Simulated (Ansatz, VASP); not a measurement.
**Two plane-wave programs on BaHfO3**

```xyz
5
Lattice="4.1771 0.0000 0.0000 0.0000 4.1771 0.0000 0.0000 0.0000 4.1770" Properties=species:S:1:pos:R:3 pbc="T T T"
Ba    2.0885    2.0885    4.1687
Hf    0.0000    0.0000    2.0801
O     0.0000    2.0885    2.0802
O     2.0885    0.0000    2.0802
O     0.0000    0.0000    4.1687
```

Alike in both runs: task single point; functional PBE; k mesh 6 × 6 × 6; non-collinear spin, spin-orbit coupling.

|  | VASP | Ansatz |
| --- | --- | --- |
| version | VASP 6.6.1 | Ansatz 0.2.0 |
| potentials or method | VASP PAW PBE potentials, release 64 (Ba_sv, Hf_pv, O) | plane waves, PAW |
| plane-wave cutoff (eV) | 520 | 420 |
| occupations | gaussian, width 0.01 eV | fixed |
| valence electrons in the cell | 38 | 54 |

Ansatz gave:

| Quantity | Value |
| --- | --- |
| pressure (GPa) | 3.2 |

**Question.** Estimate VASP's values.

**Answer.** Pressure (GPa): 2.9.

VASP's potentials hold 38 valence electrons a cell and Ansatz's 54, so a difference there can come from the potentials and not from the codes. Ansatz's warnings: structure snapped to symmetry.
